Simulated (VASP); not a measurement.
Runs of VASP 6.6.1 on NaI. The structure is that of space group I4/mmm (No. 139), or close to it. The cells are those of the table. 

```tsv
cell	gap on the mesh (eV)	pressure (GPa)
a = 4.646, b = 4.646, c = 4.714 Å, angles 59.5, 59.5, 61.0°, 2 atoms	(d)	-1.0
a = 4.509, b = 4.509, c = 4.577 Å, angles 59.5, 59.5, 61.0°, 2 atoms	4.52	0.4
a = 4.577, b = 4.577, c = 4.646 Å, angles 59.5, 59.5, 61.0°, 2 atoms	4.38	(b)
a = 4.544, b = 4.544, c = 4.646 Å, angles 59.3, 59.3, 61.5°, 2 atoms	4.42	-0.1
a = 4.579, b = 4.579, c = 4.714 Å, angles 59.0, 59.0, 62.0°, 2 atoms	4.33	(c)
a = 4.579, b = 4.579, c = 4.440 Å, angles 61.0, 61.0, 58.0°, 2 atoms	4.51	0.5
a = 4.612, b = 4.612, c = 4.714 Å, angles 59.3, 59.3, 61.5°, 2 atoms	(a)	-0.7
```

Alike in all rows: task single point; level r2SCAN; potentials or basis VASP PAW PBE potentials, release 64 (Na_pv, I); no spin polarisation; k mesh 6 × 6 × 6; cutoff (eV) 520; smearing gaussian 0.05 eV.

Problem. Fill in the values left out.

Solution. (a) 4.29; (b) -0.4; (c) -0.5; (d) 4.25.

Caveats: the PAW data sets were made with another functional, which shifts forces and pressure a little; spin-orbit coupling is left out, which moves the levels of the heavy elements.

A k mesh can miss the band edges, and the runs leave out spin-orbit coupling on I.
